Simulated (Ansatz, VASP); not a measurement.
## In in VASP and in Ansatz

INCAR

```
PREC = Accurate ; ENCUT = 600
EDIFF = 1E-7 ; ISMEAR = -1
SIGMA = 0.05 ; LREAL = False
LASPH = True ; NELM = 100
ALGO = Normal ; ISIF = 3
LWAVE = False ; LCHARG = False
GGA = PE ; IVDW = 12
IBRION = 2 ; NSW = 60
EDIFFG = -0.01
```

KPOINTS

```
regular mesh
0
Gamma
  10 10 10
```

POSCAR

```
In
1.0
   -1.8825252400      1.8825252400      1.8825252400
    1.8825252400     -1.8825252400      1.8825252400
    1.8825252400      1.8825252400     -1.8825252400
In
1
Direct
    0.0000000000      0.0000000000      0.0000000000
```

File input.yaml:

```yaml
crystal:
  lattice:
    - [-1.88252524, 1.88252524, 1.88252524]
    - [1.88252524, -1.88252524, 1.88252524]
    - [1.88252524, 1.88252524, -1.88252524]
  atoms:
    - { symbol: In, position: [0.0, 0.0, 0.0] }
hamiltonian:
  xc: pbe
  pseudopotentials: { kind: paw }
  dispersion: d3bj
kpoints:
  mp_grid: { grid: [10, 10, 10] }
scf:
  occupations: { method: fermi_dirac, width: 0.05 }
output:
  forces: true
  stress: true
  eigenvalues: true
relax:
  f_tol: 0.01
  max_steps: 40
  cell: { stress_tol: 0.05 }
```

Alike in both runs: task relaxation of cell and atoms; functional PBE; dispersion D3(BJ); k mesh 10 × 10 × 10; occupations fermi-dirac, width 0.05 eV; no spin polarisation.

|  | VASP | Ansatz |
| --- | --- | --- |
| version | VASP 6.6.1 | Ansatz 0.2.0 |
| potentials or method | VASP PAW PBE potentials, release 64 (In_d) | Ansatz PAW |
| plane-wave cutoff (eV) | 600 | 420 |
| valence electrons in the cell | 13 | 13 |

VASP gave:

* gap on the k mesh at the Fermi level, each at its own relaxed structure (eV): none
* relaxed volume (Å³/atom): 26.36
* relaxed cell length with the largest relative difference (Å): 3.247

Estimate Ansatz's values.

gap on the k mesh at the Fermi level, each at its own relaxed structure (eV): none; relaxed volume (Å³/atom): 26.32; relaxed cell length with the largest relative difference (Å): 3.245.

A gap of «none» marks a metal or a gap that the smearing closes.

Noted on Ansatz's run: the plane-wave basis is chosen anew once the cell has moved, so the energies of steps on either side of that aren't comparable.
